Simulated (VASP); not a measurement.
Input of a VASP 6.6.1 run:

File INCAR:

```
SYSTEM = Mo
ALGO     = Fast           ! electronic algorithm
EDIFF    = 1E-7           ! SCF threshold, eV
ENCUT    = 520            ! plane-wave cutoff, eV
GGA      = PS             ! functional
ISIF     = 2              ! what is computed and relaxed
ISMEAR   = 0              ! smearing method
LASPH    = .TRUE.         ! aspherical terms in the spheres
LCHARG   = .FALSE.        ! write CHGCAR
LREAL    = .FALSE.        ! projectors in reciprocal space
LWAVE    = .FALSE.        ! write WAVECAR
NBANDS   = 13             ! bands
NELM     = 100            ! most SCF steps
PREC     = Accurate       ! precision mode
SIGMA    = 0.15           ! smearing width, eV
```

The input KPOINTS:

```
k-points
0
G
  30 30 30
  0 0 0
```

File POSCAR:

```
Mo
1.0
   -1.6087511854      1.6087511854      1.4800510906
    1.6087511854     -1.6087511854      1.4800510906
    1.6087511854      1.6087511854     -1.4800510906
Mo
1
Direct
    0.0000000000      0.0000000000      0.0000000000
```

Potentials or basis: VASP PAW PBE potentials, release 64 (Mo_sv).

The run is started by

```sh
$ cat potpaw_PBE.64/Mo_sv/POTCAR > POTCAR
$ mpirun -np 1 vasp_std > vasp.out
```

Q: Estimate the band gap on the k mesh.

A: Zero (band 7 reaches 16.84 eV, above the bottom of band 8 at 11.46 eV).

Q: Predict the pressure.

A: 1.6 GPa.

Stress tensor (GPa, compression positive):
```
-7.19  0.00  0.00
 0.00 -7.19  0.00
 0.00  0.00 19.23
```

Caveat: the PAW data sets were made with another functional, which shifts forces and pressure a little.
